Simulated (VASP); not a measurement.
Runs of VASP 6.6.1 on Sr2SeO. The structure is that of space group P4/mmm (No. 123), or close to it. The cells are those of the table. 

```tsv
task	level	cell	k mesh	cutoff (eV)	smearing	grid for exact exchange (PRECFOCK)	screening parameter	gap on the mesh (eV)	pressure (GPa)
single point	HSE06	a = 4.132, b = 4.132, c = 5.851 Å, 4 atoms	4 × 4 × 4	520	gaussian 0.01 eV	Normal	0.2079 1/Å	3.10	0.0
single point	PBE	a = 4.151, b = 4.151, c = 5.880 Å, 4 atoms	6 × 6 × 4	520	fermi-dirac 0.02 eV	-	-	1.98	0.2
relaxation of cell and atoms	PBE	relaxed from a = 4.080, b = 4.080, c = 5.769 Å, 4 atoms	6 × 6 × 4	600	fermi-dirac 0.02 eV	-	-	1.98	0.0
single point	r2SCAN	a = 4.132, b = 4.132, c = 5.851 Å, 4 atoms	6 × 6 × 4	520	fermi-dirac 0.02 eV	-	-	(a)	0.2
```

Alike in all rows: potentials or basis VASP PAW PBE potentials, release 64 (O, Sr_sv, Se); no spin polarisation.

**Question.** Fill in the values left out.

**Answer.** (a) 2.39.

Caveats: the PAW data sets were made with another functional, which shifts forces and pressure a little (some runs).

A k mesh can miss the band edges, and the runs leave out spin-orbit coupling on Se, Sr.
